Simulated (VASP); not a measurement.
Write the native input for VASP 6.6.1 that does the following.

* Task: single point
* Functional: PBEsol
* Potentials or basis: VASP PAW PBE potentials, release 64 (Pt)
* Cutoff: 520 eV
* k mesh: 22 × 22 × 22
* Occupations: gaussian, width 0.15 eV
* Spin: no spin polarisation
* Dipole correction: no
* Further INCAR settings: ALGO = Normal; EDIFF = 1e-06; NBANDS = 11

The structure of Pt lies in POSCAR:

```
Pt
1.0
    0.0000000000      2.0700977806      2.0700977806
    2.0700977806      0.0000000000      2.0700977806
    2.0700977806      2.0700977806      0.0000000000
Pt
1
Direct
    0.0000000000      0.0000000000      0.0000000000
```

These files were run (other wordings do the same):

INCAR

```
ALGO = Normal
EDIFF = 1E-6
ENCUT = 520
GGA = PS
ISIF = 2
ISMEAR = 0
LASPH = T
LCHARG = F
LREAL = F
LWAVE = F
NBANDS = 11
NELM = 60
PREC = Accurate
SIGMA = 0.15
```

KPOINTS

```
k-points
0
Gamma
  22 22 22
```

Potentials or basis: VASP PAW PBE potentials, release 64 (Pt).

Launch:

```bash
$ cat potpaw_PBE.64/Pt/POTCAR > POTCAR
$ mpirun -np 1 vasp_std > vasp.out
```

It gave:

- Pressure: -30.4 GPa
- Band gap on the k mesh: zero (bands 5 and 6 overlap by 1.67 eV)

Caveat: the cell stands under tension; the PAW data sets were made with another functional, which shifts forces and pressure a little; spin-orbit coupling is left out, which moves the levels of the heavy elements.

Run time: 47 s on 1 thread of Intel Xeon 8259CL, on a shared host, peak memory 0.2 GiB.
